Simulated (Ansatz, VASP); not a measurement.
# Two plane-wave programs on MgO2

```xyz
3
Lattice="1.3640 0.7875 3.4940 -1.3640 0.7875 3.4940 0.0000 -1.5751 3.4940" Properties=species:S:1:pos:R:3 pbc="T T T"
Mg    0.0000    0.0000    0.0000
O     0.0000    0.0000    4.4945
O     0.0000    0.0000    5.9874
```

Change from the starting cell: strain -0.1500 x Voigt [1, 1, 0, 0, 0, 0], atoms carried along.

Alike in both runs: task single point; functional LDA; k mesh 12 × 12 × 12; occupations gaussian, width 0.05 eV; no spin polarisation.

```csv
,VASP,Ansatz
version,VASP 6.6.1,Ansatz 0.2.0
potentials or method,"VASP PAW LDA potentials, release 64 (Mg, O), cutoff 520 eV","scalar-relativistic, plane waves, PAW"
valence electrons in the cell,14,22
```

```csv
,VASP,Ansatz,Ansatz less VASP
gap on the k mesh at the Fermi level (eV),1.19,1.22,+0.036
least direct gap on the mesh (eV),1.19,1.22,+0.036
pressure (GPa),50.8,50.5,-0.35
"traceless stress, the component that is largest in VASP (GPa)",-45.71,-47.19,-1.489
rms of the force components (eV/Å),1.654,1.710,+0.0562
```

LDA's correlation is that of Perdew and Zunger in VASP and of Perdew and Wang (1992) in Ansatz. Atom by atom the forces differ by 0.056 eV/Å (rms over components). Both programs put the cell under a high pressure, so it lies far from rest at this level. VASP's potentials hold 14 valence electrons a cell and Ansatz's 22, so a difference there can come from the potentials and not from the codes.
